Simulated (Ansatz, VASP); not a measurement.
**Two plane-wave programs on Si3Te**

```xyz
4
Lattice="0.0000 3.3409 3.3409 3.3409 0.0000 3.3409 3.3409 3.3409 0.0000" Properties=species:S:1:pos:R:3 pbc="T T T"
Si    3.3409    3.3409    3.3409
Si    1.6705    1.6705    1.6705
Si    5.0114    5.0114    5.0114
Te    0.0000    0.0000    0.0000
```

Change from the starting cell: species swapped into the Na3Hg type (Fm-3m, No. 225).

Alike in both runs: functional PBE; k mesh 12 × 12 × 12; occupations gaussian, width 0.1 eV; no spin polarisation.

Ansatz relaxed the structure, and its values are those at the end. VASP's run is a single point on that final structure, the one shown.

|  | VASP | Ansatz |
| --- | --- | --- |
| version | VASP 6.6.1 | Ansatz 0.2.0 |
| potentials or method | VASP PAW PBE potentials, release 64 (Si, Te), cutoff 520 eV | scalar-relativistic, plane waves, PAW |
| valence electrons in the cell | 18 | 28 |

```csv
,VASP,Ansatz,Ansatz less VASP
gap on the k mesh at the Fermi level (eV),none,none,-
pressure (GPa),0.0,0.0,+0.01
```

A gap of «none» marks a metal or a gap that the smearing closes. VASP's potentials hold 18 valence electrons a cell and Ansatz's 28, so a difference there can come from the potentials and not from the codes.

Spin-orbit coupling is off throughout.
